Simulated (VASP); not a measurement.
The system is KScS2.

```
CELL_PARAMETERS angstrom
4.15591 0.00000 0.00000
0.00000 4.15591 0.00000
0.00000 0.00000 5.44277
ATOMIC_POSITIONS crystal
K 0.00000 0.00000 0.00000
S 0.00000 0.00000 0.50000
S 0.50000 0.50000 0.00000
Sc 0.50000 0.50000 0.50000
```

This cell differs from its parent crystal: epitaxial xy strain +3.0%.

Base run:

* Program: VASP 6.6.1
* Functional: PBE
* Potentials or basis: VASP PAW PBE potentials, release 64 (K_sv, S, Sc_sv)
* Cutoff: 520 eV
* k mesh: 6 × 6 × 6
* Occupations: fermi-dirac, width 0.02 eV
* Spin: no spin polarisation

Its results: band gap on the k mesh 0.32 eV, direct; pressure -1.7 GPa.

Question: The run is repeated on the same cell with these changes: functional from PBE to r2SCAN; occupations from fermi-dirac, width 0.02 eV to gaussian, width 0.01 eV. What comes out?

Answer: Band gap on the k mesh 0.56 eV, direct; pressure -2.4 GPa.

Caveats: the PAW data sets were made with another functional, which shifts forces and pressure a little (some runs).

A k mesh can miss the band edges.
